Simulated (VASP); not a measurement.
# RbCaSe2O8 in VASP: single point with PBEsol

Aim: the single point of RbCaSe2O8 with PBEsol.

Program: VASP 6.6.1. These are calculated values, not measurements. Logs are shortened: lines on timing, memory, paths and dates and some standing lists are left out, and cuts for length are marked.

### Step 1. The cell of the first run

The cell holds an amorphous packing of atoms, 12 atoms: a = 6.087 Å, b = 5.514 Å, c = 6.677 Å, α = 79.54°, β = 86.59°, γ = 76.59°.

### Step 2. Single point, PBEsol

The input, INCAR:

```
SYSTEM = RbCaSe2O8
PREC     = Accurate       ! precision mode
ENCUT    = 520            ! plane-wave cutoff, eV
EDIFF    = 1E-6           ! SCF threshold, eV
ISMEAR   = -1             ! smearing method
SIGMA    = 0.0172         ! smearing width, eV
LREAL    = .False.        ! projectors in reciprocal space
LASPH    = .True.         ! aspherical terms in the spheres
NELM     = 100            ! most SCF steps
ALGO     = Normal         ! electronic algorithm
ISIF     = 2              ! what is computed and relaxed
LWAVE    = .False.        ! write WAVECAR
LCHARG   = .False.        ! write CHGCAR
GGA      = PS             ! functional
NBANDS   = 52             ! bands
```

The input, KPOINTS:

```
Automatic mesh
0
Gamma
  3 4 3
  0.5 0.5 0
```

The input, POSCAR:

```
RbCaSe2O8
1.0
    6.0547770000      0.5013890000     -0.3791340000
    0.8848250000      5.3928080000      0.7308390000
    0.7967420000      0.2112570000      6.6260940000
Rb O Ca Se
1 8 1 2
Direct
    0.4662270000      0.8920650000      0.7502730000
    0.2902110000      0.3794180000      0.9311730000
    0.9246430000      0.2444430000      0.1255350000
    0.6878480000      0.3550300000      0.5203550000
    0.6144810000      0.1218360000      0.1789240000
    0.9643990000      0.0796780000      0.5027830000
    0.3837870000      0.8247400000      0.2259040000
    0.4588750000      0.4877860000      0.1353750000
    0.9149100000      0.7295470000      0.5204530000
    0.9751500000      0.7361370000      0.1041850000
    0.9631360000      0.3418920000      0.7639010000
    0.2906000000      0.4964150000      0.4783790000
```

Potentials or basis: VASP PAW PBE potentials, release 64 (Rb_sv, O, Ca_sv, Se).

Command:

```
$ cat potpaw_PBE.64/Rb_sv/POTCAR potpaw_PBE.64/O/POTCAR potpaw_PBE.64/Ca_sv/POTCAR potpaw_PBE.64/Se/POTCAR > POTCAR
$ mpirun -np 1 vasp_std > vasp.out
```

OUTCAR:

```text
SYSTEM = RbCaSe2O8
   PREC = Accurate
   ENCUT = 520
   EDIFF = 1E-6
   ISMEAR = -1
   LREAL = .False.
   LASPH = .True.
   NELM = 100
   ISIF = 2
   GGA = PS

 ion  position               nearest neighbor table
   1  0.466  0.892  0.750-   9 3.08   2 3.08   8 3.09   7 3.15   2 3.26   4 3.26   6 3.41  12 3.45
                            12 3.46  11 3.47   4 3.53   5 3.57   6 3.64   7 3.66  11 3.75  10 3.85
   2  0.290  0.379  0.931-   1 3.08   1 3.26
   3  0.925  0.244  0.126-
   4  0.688  0.355  0.520-  12 2.38   1 3.26   1 3.53
   5  0.614  0.122  0.179-   1 3.57
   6  0.964  0.080  0.503-   1 3.41   1 3.64
   7  0.384  0.825  0.226-   1 3.15   1 3.66
   8  0.459  0.488  0.135-   1 3.09
   9  0.915  0.730  0.520-  12 2.38   1 3.08
  10  0.975  0.736  0.104-   1 3.85   1 3.86
  11  0.963  0.342  0.764-   1 3.47   1 3.75
  12  0.291  0.496  0.478-   9 2.38   4 2.38   1 3.45   1 3.46

  LATTYP: Found a triclinic cell.
 ALAT       =     6.6771662426
 B/A-ratio  =     1.3926911611
 C/A-ratio  =     2.7696495194
 COS(alpha) =     0.0034138881
 COS(beta)  =     0.6288007575
 COS(gamma) =     0.7569735960

  Lattice vectors:

 A1 = (  -0.7967420000,  -0.2112570000,  -6.6260940000)
 A2 = (  -6.8515190000,  -0.7126460000,  -6.2469600000)
 A3 = (  11.4008950000,   5.9730720000, -13.2796170000)

Analysis of symmetry for initial positions (statically):
=====================================================================
 Subroutine PRICEL returns:
 Original cell was already a primitive cell.

 Routine SETGRP: Setting up the symmetry group for a
 triclinic supercell.

 Subroutine GETGRP returns: Found  1 space group operations
 (whereof  1 operations were pure point group operations)
 out of a pool of  2 trial point group operations.

The static configuration has the point symmetry C_1 .

Analysis of symmetry for dynamics (positions and initial velocities):
=====================================================================
 Subroutine PRICEL returns:
 Original cell was already a primitive cell.

 Routine SETGRP: Setting up the symmetry group for a
 triclinic supercell.

 Subroutine GETGRP returns: Found  1 space group operations
 (whereof  1 operations were pure point group operations)
 out of a pool of  2 trial point group operations.

The dynamic configuration has the point symmetry C_1 .

 Subroutine INISYM returns: Found  1 space group operations
 (whereof  1 operations are pure point group operations),
 and found     1 'primitive' translations

----------------------------------------------------------------------------------------

                                     Primitive cell

  volume of cell :     214.3325

  direct lattice vectors                    reciprocal lattice vectors
     6.054777000  0.501389000 -0.379134000     0.165998396 -0.024637619 -0.019174649
     0.884825000  5.392808000  0.730839000    -0.015874143  0.188592892 -0.004104073
     0.796742000  0.211257000  6.626094000     0.011249022 -0.022210974  0.150274001

  length of vectors
     6.087319446  5.513566817  6.677166243     0.168908694  0.189304280  0.152322497

  position of ions in fractional coordinates (direct lattice)
     0.466227000  0.892065000  0.750273000
     0.290211000  0.379418000  0.931173000
     0.924643000  0.244443000  0.125535000
     0.687848000  0.355030000  0.520355000
     0.614481000  0.121836000  0.178924000
     0.964399000  0.079678000  0.502783000
     0.383787000  0.824740000  0.225904000
     0.458875000  0.487786000  0.135375000
     0.914910000  0.729547000  0.520453000
     0.975150000  0.736137000  0.104185000
     0.963136000  0.341892000  0.763901000
     0.290600000  0.496415000  0.478379000

  ion indices of the primitive-cell ions
   primitive index   ion index
                 1           1
                 2           2
                 3           3
                 4           4
                 5           5
                 6           6
                 7           7
                 8           8
                 9           9
                10          10
                11          11
                12          12

----------------------------------------------------------------------------------------

 KPOINTS: Automatic mesh

Automatic generation of k-mesh.
 Grid dimensions read from file:
 generate k-points for:    3    4    3

 Generating k-lattice:

  Cartesian coordinates                     Fractional coordinates (reciprocal lattice)
     0.055332799 -0.008212540 -0.006391550     0.333333333  0.000000000  0.000000000
    -0.003968536  0.047148223 -0.001026018    -0.000000000  0.250000000  0.000000000
     0.003749674 -0.007403658  0.050091334     0.000000000 -0.000000000  0.333333333

  Length of vectors
     0.056302898  0.047326070  0.050774166

  Shift w.r.t. Gamma in fractional coordinates (k-lattice)
     0.500000000  0.500000000  0.000000000

 Subroutine IBZKPT returns following result:
 ===========================================

 Found     18 irreducible k-points:

 Following reciprocal coordinates:
            Coordinates               Weight
  0.166667  0.125000 -0.000000      2.000000
  0.500000  0.125000 -0.000000      2.000000
 -0.166667  0.125000  0.000000      2.000000
  0.166667  0.375000  0.000000      2.000000
  0.500000  0.375000 -0.000000      2.000000
 -0.166667  0.375000  0.000000      2.000000
[... 10 lines left out ...]
  0.500000 -0.125000  0.333333      2.000000
 -0.166667 -0.125000  0.333333      2.000000
   k-points           NKPTS =     18   k-points in BZ     NKDIM =     18   number of bands    NBANDS=     52
   number of dos      NEDOS =    301   number of ions     NIONS =     12
   total plane-waves  NPLWV = 100800
   dimension x,y,z NGX =    48 NGY =   42 NGZ =   50
   dimension x,y,z NGXF=    96 NGYF=   84 NGZF=  100
   ions per type =               1   8   1   2
   NGX,Y,Z   is equivalent  to a cutoff of  13.11, 12.66, 12.45 a.u.
   NGXF,Y,Z  is equivalent  to a cutoff of  26.22, 25.33, 24.90 a.u.
 SYSTEM =  RbCaSe2O8
   PREC   = accura    normal or accurate (medium, high low for compatibility)
   ISTART =      0    job   : 0-new  1-cont  2-samecut
   ICHARG =      2    charge: 1-file 2-atom 10-const
   ISPIN  =      1    spin polarized calculation?
   LNONCOLLINEAR =      F non collinear calculations
   LSORBIT =      F    spin-orbit coupling
   LASPH  =      T    aspherical Exc in radial PAW
   ENCUT  =  520.0 eV  38.22 Ry    6.18 a.u.  11.32 10.25 12.42*2*pi/ulx,y,z
   NELM   =    100;   NELMIN=  2; NELMDL= -5     # of ELM steps
   EDIFF  = 0.1E-05   stopping-criterion for ELM
   LREAL  =      F    real-space projection
   EDIFFG = 0.1E-04   stopping-criterion for IOM
   NSW    =      0    number of steps for IOM
   IBRION =     -1    ionic relax: 0-MD 1-quasi-New 2-CG
   NFREE  =      0    steps in history (QN), initial steepest desc. (CG)
   ISIF   =      2    stress and relaxation
   ISYM   =      2    0-nonsym 1-usesym 2-fastsym
   POTIM  = 0.5000    time-step for ionic-motion
   TEBEG  =    0.0;   TEEND  =   0.0 temperature during run
   PSTRESS=    0.0 pullay stress
   NELECT =      79.0000    total number of electrons
   NUPDOWN=      -1.0000    fix difference up-down
   EMIN   =  10.00;   EMAX   =-10.00  energy-range for DOS
   EFERMI =   0.00;   METHOD = LEGACY
   ISMEAR =    -1;   SIGMA  =   0.02  broadening in eV -4-tet -1-fermi 0-gaus
   EFERMI_NEDOS =   21; number of points for ismear=-14 and -15
   IALGO  =     38    algorithm
   IMIX   =      4    mixing-type and parameters
     AMIX     =   0.40;   BMIX     =  1.00
     AMIX_MAG =   1.60;   BMIX_MAG =  1.00
  volume/ion in A,a.u.               =      17.86       120.53
  Fermi-wavevector in a.u.,A,eV,Ry     =   1.173783  2.218128 18.745652  1.377767
  Thomas-Fermi vector in A             =   2.310191
   LORBIT       =      0    0 simple, 1 ext, 2 COOP (PROOUT), +10 PAW based schemes
   GGA     = PS    functional components
   LHFCALC =     F    Hartree Fock is set to
   AEXX    =    0.0000 exact exchange contribution
   IVDW    =     0    specifies the selected vdW correction
   LEPSILON=     F    determine dielectric tensor
   LRPA    =     F    only Hartree local field effects (RPA)
 non-spin polarized calculation
  energy-cutoff  :      520.00
  volume of cell :      214.33
 maximum number of plane-waves:      5786
 NGX is ok and might be reduce to    48
   NGX = 23   NGY = 21   NGZ = 25

 number of electron      78.9999993 magnetization

 Free energy of the ion-electron system (eV)
  ---------------------------------------------------
  ext. energy  EPLUGINS =         0.00000000
  ---------------------------------------------------
  free energy    TOTEN  =       -48.14902476 eV

  energy without entropy =      -48.13631794  energy(sigma->0) =      -48.14267135

 E-fermi :   0.4667     XC(G=0):  -9.1058

 val. band max:        0.4605299144   @ k =   0.5000   0.1250  -0.0000
 cond. band min:       0.4733220400   @ k =   0.5000   0.3750  -0.0000
 fundamental gap:      0.0127921256
 Fermi energy:         0.4667336527

 k-point     1 :       0.1667    0.1250   -0.0000
  band No.  band energies     occupation
      1     -40.3046      2.00000
      2     -25.0588      2.00000
      3     -21.4451      2.00000
      4     -21.3353      2.00000
      5     -21.2178      2.00000
      6     -17.8691      2.00000
[... 43 lines left out ...]
     50       4.7414      0.00000
     51       5.0065      0.00000

 k-point     2 :       0.5000    0.1250   -0.0000
  band No.  band energies     occupation
      1     -40.3046      2.00000
      2     -25.0586      2.00000
      3     -21.4455      2.00000
      4     -21.3375      2.00000
      5     -21.2184      2.00000
      6     -17.7512      2.00000
[... 856 lines left out ...]
 k-point    18 :      -0.1667   -0.1250    0.3333
  band No.  band energies     occupation
      1     -40.3046      2.00000
      2     -25.0587      2.00000
      3     -21.4460      2.00000
      4     -21.3353      2.00000
      5     -21.2180      2.00000
      6     -17.8309      2.00000
[... 43 lines left out ...]
     50       4.7718      0.00000
     51       5.0264      0.00000
 [bands above 51 left out]

------------------------ aborting loop because EDIFF is reached ----------------------------------------

  FORCE on cell =-STRESS in cart. coord.  units (eV):
  Direction    XX          YY          ZZ          XY          YZ          ZX
  --------------------------------------------------------------------------------------
  -------------------------------------------------------------------------------------
  Total      -22.0396966    -20.6190758    -18.3225198     -1.6861026     -1.7064810      1.5951427
  in kB     -164.7510089   -154.1315926   -136.9643910    -12.6039441    -12.7562767     11.9240016
  external PRESSURE =    -151.9489975 kB  Pullay stress =       0.0000000 kB

 VOLUME and BASIS-vectors are now :
 -----------------------------------------------------------------------------
  energy-cutoff  :      520.00
  volume of cell :      214.33
      direct lattice vectors                 reciprocal lattice vectors
     6.054777000  0.501389000 -0.379134000     0.165998396 -0.024637619 -0.019174649
     0.884825000  5.392808000  0.730839000    -0.015874143  0.188592892 -0.004104073
     0.796742000  0.211257000  6.626094000     0.011249022 -0.022210974  0.150274001

 POSITION                                       TOTAL-FORCE (eV/Angst)
 -----------------------------------------------------------------------------------
      4.21000      5.20300      5.44657         0.275226      0.014645     -0.175646
      2.83479      2.38835      6.33730        -1.536644      1.182471     -0.586088
      5.91482      1.80836      0.65989        -1.298491     -0.760335     -1.585415
      4.89349      2.36942      3.44660         0.174616     -0.516542      0.724324
      3.97091      1.00293      1.04164         1.334994      1.090564     -0.763352
      6.31031      1.01944      3.02408        -1.336937      0.209163      1.053501
      3.23348      4.68781      1.95411        -0.855946     -1.972924     -0.004734
      3.31785      2.88921      1.07953        -0.620200     -0.735290      0.656143
      6.59976      4.50298      3.63488         2.194199     -0.049574      0.007927
      6.63868      4.48078      0.85862         0.342710     -0.015466      1.411250
      6.74272      2.48804      4.94639         0.215592      0.186770      0.129694
      2.57990      2.92384      3.42241         1.110881      1.366516     -0.867603
 -----------------------------------------------------------------------------------
    total drift:                               -0.001069     -0.000426     -0.000551

  FREE ENERGIE OF THE ION-ELECTRON SYSTEM (eV)
  ---------------------------------------------------
  free  energy   TOTEN  =       -48.1490247575 eV

  energy  without entropy=      -48.1363179391  energy(sigma->0) =      -48.14267135
```

Wall time 9.5 min (1 thread of Oxide Virtual Turin-like, shared host); peak memory 0.39 GiB.

Results:

* Free energy: -48.1490 eV
* Pressure: -15.2 GPa
* Largest force: 2.195 eV/Å

Forces on the atoms (eV/Å):
```
Rb   0.275  0.015 -0.176
O   -1.537  1.182 -0.586
O   -1.298 -0.760 -1.585
O    0.175 -0.517  0.724
O    1.335  1.091 -0.763
O   -1.337  0.209  1.054
O   -0.856 -1.973 -0.005
O   -0.620 -0.735  0.656
O    2.194 -0.050  0.008
Ca   0.343 -0.015  1.411
Se   0.216  0.187  0.130
Se   1.111  1.367 -0.868
```

Levels at points of the mesh, in eV from the Fermi level:
```
           k point  band 38  band 39  band 40  band 41  band 42  band 43
(0.17, 0.12, 0.00)    -0.47    -0.32    -0.20     0.30     0.56     0.74
```

Caveat: the PAW data sets were made with another functional, which shifts forces and pressure a little; an odd number of electrons without spin polarisation forces a metal; a magnetic or distorted state may lie lower.
